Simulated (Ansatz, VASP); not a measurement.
## Two plane-wave programs on Ba3Mg

```
Ba Mg
1.0
     5.04822    0.00000    0.00000
     0.00000    5.04822    0.00000
     0.00000    0.00000    5.04822
Ba Mg
3 1
Direct
  0.00000 0.50000 0.50000
  0.50000 0.00000 0.50000
  0.50000 0.50000 0.00000
  0.00000 0.00000 0.00000
```

Alike in both runs: task relaxation of cell and atoms; functional PBE; k mesh 4 × 4 × 4; occupations gaussian, width 0.1 eV; no spin polarisation.

|  | VASP | Ansatz |
| --- | --- | --- |
| version | VASP 6.6.1 | Ansatz 0.2.0 |
| potentials or method | VASP PAW PBE potentials, release 64 (Ba_sv, Mg_sv), cutoff 750 eV | scalar-relativistic, plane waves, PAW |
| valence electrons in the cell | 40 | 40 |

Ansatz gave:

| Quantity | Value |
| --- | --- |
| gap on the k mesh at the Fermi level, each at its own relaxed structure (eV) | none |
| relaxed volume (Å³/atom) | 50.03 |
| relaxed cell length with the largest relative difference (Å) | 5.849 |

Question: Which values does VASP return?

Answer: gap on the k mesh at the Fermi level, each at its own relaxed structure (eV): none; relaxed volume (Å³/atom): 50.49; relaxed cell length with the largest relative difference (Å): 5.867.

A gap of «none» marks a metal or a gap that the smearing closes.

Neither program's run includes spin-orbit coupling. Noted on VASP's run: the volume moved by over 15 % at a fixed basis, so the end points are rough.
